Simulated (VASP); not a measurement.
## Ti: single point with LDA

Ti:

```
CELL_PARAMETERS angstrom
0.00000 2.00458 2.00458
2.00458 0.00000 2.00458
2.00458 2.00458 0.00000
ATOMIC_POSITIONS crystal
Ti 0.00000 0.00000 0.00000
```

```yaml
Program: VASP 6.6.1
Task: single point
Functional: LDA
Potentials_or_basis: VASP PAW LDA potentials, release 64 (Ti_sv)
Cutoff: 520 eV
k_mesh: 20 × 20 × 20
Occupations: fermi-dirac, width 0.15 eV
Spin: no spin polarisation
Dipole_correction: no
Further_INCAR_settings: ALGO = Fast; EDIFF = 1e-06; NBANDS = 12
```

```
Pressure               : -0.5 GPa
Band gap on the k mesh : zero (band 6 reaches 9.70 eV, above the bottom of band 7 at 8.41 eV)
```

Levels at points of the mesh, in eV from the Fermi level:
```csv
k point,band 4,band 5,band 6,band 7,band 8,band 9
"(0.00, 0.00, 0.00)",-32.02,-6.19,0.89,0.89,0.89,2.67
"(0.50, 0.00, 0.00)",-32.13,-2.76,0.74,0.74,0.94,3.90
"(0.50, 0.50, 0.00)",-32.33,-2.86,-1.94,3.28,3.87,4.22
```

Wall time 29 s on 1 thread of Intel(R) Xeon(R) 6975P-C (Granite Rapids), on a shared host, peak memory 0.16 GiB.
